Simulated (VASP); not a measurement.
Set up this calculation in VASP 6.6.1, as the native input.

```yaml
Task: relaxation of cell and atoms
Functional: PBE
Potentials_or_basis: VASP PAW PBE potentials, release 64 (Os, C)
Cutoff: 600 eV
k_mesh: 4 × 4 × 4
Occupations: gaussian, width 0.1 eV
Spin: no spin polarisation
Dipole_correction: no
Further_INCAR_settings: ALGO = Normal; EDIFF = 1e-06; IBRION = 2; EDIFFG = -0.04; NSW = 90; ISIF = 3
```

The structure of OsC6 lies in POSCAR:

```
OsC6
1.0
    0.0000000000      3.6350897500      3.6350897500
    3.6350897500      0.0000000000      3.6350897500
    3.6350897500      3.6350897500      0.0000000000
Os C
1 6
Direct
    0.0000000000      0.0000000000      0.0000000000
    0.2045271900      0.7954728100      0.7954728100
    0.7954728100      0.2045271900      0.2045271900
    0.7954728100      0.2045271900      0.7954728100
    0.2045271900      0.7954728100      0.2045271900
    0.7954728100      0.7954728100      0.2045271900
    0.2045271900      0.2045271900      0.7954728100
```

These files were run (other wordings do the same):

INCAR

```
SYSTEM = OsC6
  ALGO = Normal
  EDIFF = 1E-6
  EDIFFG = -0.04
  ENCUT = 600
  GGA = PE
  IBRION = 2
  ISIF = 3
  ISMEAR = 0
  LASPH = .TRUE.
  LCHARG = .FALSE.
  LREAL = .FALSE.
  LWAVE = .FALSE.
  NELM = 100
  NSW = 90
  PREC = Accurate
  SIGMA = 0.1
```

KPOINTS

```
k-points
0
G
  4 4 4
  0 0 0
```

Potentials or basis: VASP PAW PBE potentials, release 64 (Os, C).

Run with:

```console
$ cat potpaw_PBE.64/Os/POTCAR potpaw_PBE.64/C/POTCAR > POTCAR
$ mpirun -np 1 vasp_std > vasp.out
```

Results of the run:

```json
{
 "Relaxed volume": "9.40 Å³/atom",
 "Relaxed cell": "a = 4.532 Å, b = 4.532 Å, c = 4.532 Å, α = 60.00°, β = 60.00°, γ = 60.00°",
 "Space group after relaxing (to 0.05 Å)": "Fm-3m (No. 225)",
 "Energy gained by relaxing": "8897.5 meV/atom",
 "Ionic steps": "25",
 "Pressure after relaxing": "0.0 GPa",
 "Largest force after relaxing": "0.011 eV/Å",
 "Band gap on the k mesh": "0.95 eV, direct"
}
```

Caveat: the volume moved by over 15 % at a fixed basis, so the end points are rough; spin-orbit coupling is left out, which moves the levels of the heavy elements.

Run time: 12 min on 1 thread of Intel(R) Xeon(R) Platinum 8259CL CPU @ 2.50GHz (Skylake/Cascade Lake), with other jobs on the host, peak memory 0.29 GiB.
